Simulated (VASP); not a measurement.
# Sn2Ge (P-3m1) in VASP: single point with PBE

Aim: the single point of Sn2Ge with PBE.

Everything below comes from runs of VASP 6.6.1. Logs are shortened: lines on timing, memory, paths and dates and some standing lists are left out, and cuts for length are marked.

### 1 The cell of the first run

The structure is trigonal, space group P-3m1 (No. 164). Conventional cell: a = 4.498 Å, b = 4.498 Å, c = 11.058 Å, α = 90.00°, β = 90.00°, γ = 120.00°. Sn (site symmetry 3m) has 3 Ge at 2.74 Å and 1 Sn at 2.87 Å within 3.6 Å. Sn (site symmetry 3m) has 4 Sn at 2.81 to 2.87 Å within 3.7 Å. Within 3.3 Å of Ge (site symmetry 3m) lie 1 Ge at 2.51 Å and 3 Sn at 2.74 Å.

### 2 Single point, PBE

The input, POSCAR:

```
Sn2Ge
1.0
    4.4979755647      0.0000000000      0.0000000000
   -2.2489877824      3.8953611047      0.0000000000
    0.0000000000      0.0000000000     11.0582846443
Sn Ge
4 2
Direct
    0.3333333333      0.6666666667      0.8089017327
    0.6666666667      0.3333333333      0.1910982673
    0.3333333333      0.6666666667      0.5489270103
    0.6666666667      0.3333333333      0.4510729897
    0.0000000000      0.0000000000      0.8866967678
    0.0000000000      0.0000000000      0.1133032322
```

The input, INCAR.step1:

```
SYSTEM = Sn2Ge
  PREC = Accurate
  ENCUT = 520
  EDIFF = 1E-7
  ISMEAR = 0
  SIGMA = 0.1
  LREAL = .FALSE.
  LASPH = .TRUE.
  NELM = 60
  ALGO = Fast
  ISIF = 2
  LWAVE = .FALSE.
  LCHARG = .TRUE.
  GGA = PE
  NBANDS = 51
```

The input, KPOINTS.step1:

```
regular mesh
0
G
  12 12 4
  0 0 0
```

The input, INCAR.step2:

```
SYSTEM = Sn2Ge
  PREC = Accurate
  ENCUT = 520
  EDIFF = 1E-7
  ISMEAR = -5
  SIGMA = 0.1
  LREAL = .FALSE.
  LASPH = .TRUE.
  NELM = 60
  ALGO = Fast
  ISIF = 2
  LWAVE = .FALSE.
  LCHARG = .FALSE.
  GGA = PE
  LORBIT = 11
  NBANDS = 51
  NEDOS = 1001
  ICHARG = 11
```

The input, KPOINTS.step2:

```
regular mesh
0
G
  18 18 6
  0 0 0
```

Potentials or basis: VASP PAW PBE potentials, release 64 (Sn_d, Ge_d).

Started as:

```sh
$ cat potpaw_PBE.64/Sn_d/POTCAR potpaw_PBE.64/Ge_d/POTCAR > POTCAR
$ cp INCAR.step1 INCAR
$ cp KPOINTS.step1 KPOINTS
$ mpirun -np 1 vasp_std > vasp.out
$ cp INCAR.step2 INCAR
$ cp KPOINTS.step2 KPOINTS
$ mpirun -np 1 vasp_std > vasp.out
```

OUTCAR:

```text
SYSTEM = Sn2Ge
   PREC = Accurate
   ENCUT = 520
   EDIFF = 1E-7
   ISMEAR = -5
   LREAL = .FALSE.
   LASPH = .TRUE.
   NELM = 60
   ISIF = 2
   GGA = PE
   LORBIT = 11
   ICHARG = 11

 ion  position               nearest neighbor table
   1  0.333  0.667  0.809-   5 2.74   5 2.74   5 2.74   3 2.87
   2  0.667  0.333  0.191-   6 2.74   6 2.74   6 2.74   4 2.87
   3  0.333  0.667  0.549-   4 2.81   4 2.81   4 2.81   1 2.87
   4  0.667  0.333  0.451-   3 2.81   3 2.81   3 2.81   2 2.87
   5  0.000  0.000  0.887-   6 2.51   1 2.74   1 2.74   1 2.74
   6  0.000  0.000  0.113-   5 2.51   2 2.74   2 2.74   2 2.74

  LATTYP: Found a hexagonal cell.
 ALAT       =     4.4979755647
 C/A-ratio  =     2.4585026053

  Lattice vectors:

 A1 = (   4.4979755647,   0.0000000000,   0.0000000000)
 A2 = (  -2.2489877824,   3.8953611047,   0.0000000000)
 A3 = (   0.0000000000,   0.0000000000,  11.0582846443)

Analysis of symmetry for initial positions (statically):
=====================================================================
 Subroutine PRICEL returns:
 Original cell was already a primitive cell.

 Routine SETGRP: Setting up the symmetry group for a
 hexagonal supercell.

 Subroutine GETGRP returns: Found 12 space group operations
 (whereof 12 operations were pure point group operations)
 out of a pool of 24 trial point group operations.

The static configuration has the point symmetry D_3d.

Analysis of symmetry for dynamics (positions and initial velocities):
=====================================================================
 Subroutine PRICEL returns:
 Original cell was already a primitive cell.

 Routine SETGRP: Setting up the symmetry group for a
 hexagonal supercell.

 Subroutine GETGRP returns: Found 12 space group operations
 (whereof 12 operations were pure point group operations)
 out of a pool of 24 trial point group operations.

The dynamic configuration has the point symmetry D_3d.

 Subroutine INISYM returns: Found 12 space group operations
 (whereof 12 operations are pure point group operations),
 and found     1 'primitive' translations

----------------------------------------------------------------------------------------

                                     Primitive cell

  volume of cell :     193.7548

  direct lattice vectors                    reciprocal lattice vectors
     4.497975565  0.000000000  0.000000000     0.222322239  0.128357805  0.000000000
    -2.248987782  3.895361105  0.000000000     0.000000000  0.256715609  0.000000000
     0.000000000  0.000000000 11.058284644     0.000000000  0.000000000  0.090429938

  length of vectors
     4.497975565  4.497975565 11.058284644     0.256715609  0.256715609  0.090429938

  position of ions in fractional coordinates (direct lattice)
     0.333333333  0.666666667  0.808901733
     0.666666667  0.333333333  0.191098267
     0.333333333  0.666666667  0.548927010
     0.666666667  0.333333333  0.451072990
     0.000000000  0.000000000  0.886696768
     0.000000000  0.000000000  0.113303232

  ion indices of the primitive-cell ions
   primitive index   ion index
                 1           1
                 2           2
                 3           3
                 4           4
                 5           5
                 6           6

----------------------------------------------------------------------------------------

 KPOINTS: regular mesh

Automatic generation of k-mesh.
 Grid dimensions read from file:
 generate k-points for:   18   18    6

 Generating k-lattice:

  Cartesian coordinates                     Fractional coordinates (reciprocal lattice)
     0.012351236  0.007130989  0.000000000     0.055555556  0.000000000  0.000000000
     0.000000000  0.014261978  0.000000000     0.000000000  0.055555556  0.000000000
     0.000000000  0.000000000  0.015071656     0.000000000  0.000000000  0.166666667

  Length of vectors
     0.014261978  0.014261978  0.015071656

  Shift w.r.t. Gamma in fractional coordinates (k-lattice)
     0.000000000  0.000000000  0.000000000

 TETIRR: Found   2825 inequivalent tetrahedra from    11664

 Subroutine IBZKPT returns following result:
 ===========================================

 Found    202 irreducible k-points:

 Following reciprocal coordinates:
            Coordinates               Weight
  0.000000  0.000000  0.000000      1.000000
  0.055556 -0.000000  0.000000      6.000000
  0.111111 -0.000000  0.000000      6.000000
  0.166667 -0.000000  0.000000      6.000000
  0.222222 -0.000000  0.000000      6.000000
  0.277778 -0.000000  0.000000      6.000000
[... 16 lines left out ...]
  0.333333  0.111111  0.000000     12.000000
  0.388889  0.111111  0.000000     12.000000
 [... further k-points ...]
   k-points           NKPTS =    202   k-points in BZ     NKDIM =    202   number of bands    NBANDS=     51
   number of dos      NEDOS =   1001   number of ions     NIONS =      6
   total plane-waves  NPLWV = 108864
   dimension x,y,z NGX =    36 NGY =   36 NGZ =   84
   dimension x,y,z NGXF=    72 NGYF=   72 NGZF=  168
   ions per type =               4   2
   NGX,Y,Z   is equivalent  to a cutoff of  13.31, 13.31, 12.63 a.u.
   NGXF,Y,Z  is equivalent  to a cutoff of  26.61, 26.61, 25.26 a.u.
 SYSTEM =  Sn2Ge
   PREC   = accura    normal or accurate (medium, high low for compatibility)
   ISTART =      0    job   : 0-new  1-cont  2-samecut
   ICHARG =     11    charge: 1-file 2-atom 10-const
   ISPIN  =      1    spin polarized calculation?
   LNONCOLLINEAR =      F non collinear calculations
   LSORBIT =      F    spin-orbit coupling
   LASPH  =      T    aspherical Exc in radial PAW
   ENCUT  =  520.0 eV  38.22 Ry    6.18 a.u.   8.36  8.36 20.56*2*pi/ulx,y,z
   NELM   =     60;   NELMIN=  2; NELMDL=  0     # of ELM steps
   EDIFF  = 0.1E-06   stopping-criterion for ELM
   LREAL  =      F    real-space projection
   EDIFFG = 0.1E-05   stopping-criterion for IOM
   NSW    =      0    number of steps for IOM
   IBRION =     -1    ionic relax: 0-MD 1-quasi-New 2-CG
   NFREE  =      0    steps in history (QN), initial steepest desc. (CG)
   ISIF   =      2    stress and relaxation
   ISYM   =      2    0-nonsym 1-usesym 2-fastsym
   POTIM  = 0.5000    time-step for ionic-motion
   TEBEG  =    0.0;   TEEND  =   0.0 temperature during run
   PSTRESS=    0.0 pullay stress
   NELECT =      84.0000    total number of electrons
   NUPDOWN=      -1.0000    fix difference up-down
   EMIN   =  10.00;   EMAX   =-10.00  energy-range for DOS
   EFERMI =   0.00;   METHOD = LEGACY
   ISMEAR =    -5;   SIGMA  =   0.10  broadening in eV -4-tet -1-fermi 0-gaus
   EFERMI_NEDOS =   21; number of points for ismear=-14 and -15
   IALGO  =     68    algorithm
   IMIX   =      4    mixing-type and parameters
     AMIX     =   0.40;   BMIX     =  1.00
     AMIX_MAG =   1.60;   BMIX_MAG =  1.00
  volume/ion in A,a.u.               =      32.29       217.92
  Fermi-wavevector in a.u.,A,eV,Ry     =   1.239035  2.341437 20.887785  1.535209
  Thomas-Fermi vector in A             =   2.373536
   LORBIT       =     11    0 simple, 1 ext, 2 COOP (PROOUT), +10 PAW based schemes
   GGA     = PE    functional components
   LHFCALC =     F    Hartree Fock is set to
   AEXX    =    0.0000 exact exchange contribution
   IVDW    =     0    specifies the selected vdW correction
   LEPSILON=     F    determine dielectric tensor
   LRPA    =     F    only Hartree local field effects (RPA)
 non-spin polarized calculation
 RMM-DIIS sequential band-by-band and
 Fermi weights with tetrahedron method with Bloechl corrections
  energy-cutoff  :      520.00
  volume of cell :      193.75
 maximum number of plane-waves:      5268
 NGX is ok and might be reduce to    36

 number of electron      84.0000032 magnetization

 Free energy of the ion-electron system (eV)
  ---------------------------------------------------
  ext. energy  EPLUGINS =         0.00000000
  ---------------------------------------------------
  free energy    TOTEN  =       -24.20985008 eV

  energy without entropy =      -24.20985008  energy(sigma->0) =      -24.20985008

 E-fermi :   4.8069     XC(G=0):  -8.8786

 val. band max:        4.8496968422   @ k =   0.0556   0.0556   0.0000
 cond. band min:       4.6867011598   @ k =   0.5000   0.0000   0.5000
 fundamental gap:     -0.1629956824
 Fermi energy:         4.8068526214

 k-point     1 :       0.0000    0.0000    0.0000
  band No.  band energies     occupation
      1     -19.8610      2.00000
      2     -19.7938      2.00000
      3     -19.7938      2.00000
      4     -19.7767      2.00000
      5     -19.7767      2.00000
      6     -19.7655      2.00000
[... 43 lines left out ...]
     50       8.0332      0.00000
     51       8.3775      0.00000

 k-point     2 :       0.0556   -0.0000    0.0000
  band No.  band energies     occupation
      1     -19.8610      2.00000
      2     -19.7938      2.00000
      3     -19.7938      2.00000
      4     -19.7767      2.00000
      5     -19.7767      2.00000
      6     -19.7655      2.00000
[... 43 lines left out ...]
     50       8.0444      0.00000
     51       8.4523      0.00000

 k-point     3 :       0.1111   -0.0000    0.0000
  band No.  band energies     occupation
      1     -19.8610      2.00000
      2     -19.7939      2.00000
      3     -19.7938      2.00000
      4     -19.7767      2.00000
      5     -19.7767      2.00000
      6     -19.7655      2.00000
[... 43 lines left out ...]
     50       8.1907      0.00000
     51       8.3778      0.00000
[... 1027 lines left out ...]
 k-point    23 :       0.3333    0.1111    0.0000
  band No.  band energies     occupation
      1     -19.8613      2.00000
      2     -19.7940      2.00000
      3     -19.7936      2.00000
      4     -19.7767      2.00000
      5     -19.7766      2.00000
      6     -19.7654      2.00000
[... 43 lines left out ...]
     50       9.5234      0.00000
     51       9.7763      0.00000

 k-point    24 :       0.3889    0.1111    0.0000
  band No.  band energies     occupation
      1     -19.8613      2.00000
      2     -19.7940      2.00000
      3     -19.7935      2.00000
      4     -19.7767      2.00000
      5     -19.7766      2.00000
      6     -19.7654      2.00000
[... 43 lines left out ...]
     50       9.5640      0.00000
     51       9.9469      0.00000

 [... further k-points ...]

------------------------ aborting loop because EDIFF is reached ----------------------------------------

  FORCE on cell =-STRESS in cart. coord.  units (eV):
  Direction    XX          YY          ZZ          XY          YZ          ZX
  --------------------------------------------------------------------------------------
  -------------------------------------------------------------------------------------
  Total       -0.0116979     -0.0116979     -0.1937312      0.0000000     -0.0000000      0.0000000
  in kB       -0.0967307     -0.0967307     -1.6019815      0.0000000     -0.0000000      0.0000000
  external PRESSURE =      -0.5984810 kB  Pullay stress =       0.0000000 kB

 VOLUME and BASIS-vectors are now :
 -----------------------------------------------------------------------------
  energy-cutoff  :      520.00
  volume of cell :      193.75
      direct lattice vectors                 reciprocal lattice vectors
     4.497975565  0.000000000  0.000000000     0.222322239  0.128357805  0.000000000
    -2.248987782  3.895361105  0.000000000     0.000000000  0.256715609  0.000000000
     0.000000000  0.000000000 11.058284644     0.000000000  0.000000000  0.090429938

 POSITION                                       TOTAL-FORCE (eV/Angst)
 -----------------------------------------------------------------------------------
     -0.00000      2.59691      8.94507         0.000000     -0.000000      0.025962
      2.24899      1.29845      2.11322        -0.000000      0.000000     -0.025962
     -0.00000      2.59691      6.07019         0.000000     -0.000000     -0.005179
      2.24899      1.29845      4.98809         0.000000      0.000000      0.005179
      0.00000      0.00000      9.80535        -0.000000     -0.000000     -0.015760
      0.00000      0.00000      1.25294        -0.000000      0.000000      0.015760
 -----------------------------------------------------------------------------------
    total drift:                                0.000000      0.000000      0.000000

  FREE ENERGIE OF THE ION-ELECTRON SYSTEM (eV)
  ---------------------------------------------------
  free  energy   TOTEN  =       -24.2098500759 eV

  energy  without entropy=      -24.2098500759  energy(sigma->0) =      -24.20985008

 total charge

# of ion       s       p       d       tot
------------------------------------------
    1        1.172   1.122   9.971  12.264
    2        1.172   1.122   9.971  12.264
    3        1.166   1.203   9.966  12.336
    4        1.166   1.203   9.966  12.336
    5        1.159   1.135   9.997  12.292
    6        1.159   1.135   9.997  12.292
--------------------------------------------------
tot          6.995   6.921  59.868  73.783
```

Wall time 53 min (1 thread of Oxide Virtual Turin-like, shared host); peak memory 1.4 GiB.

Results:

| Item | Value |
| --- | --- |
| Valence electrons inside the program's atomic spheres | Sn 12.26, 12.34 (each value once); Ge 12.29 |

Caveat: spin-orbit coupling is left out, which moves the levels of the heavy elements.
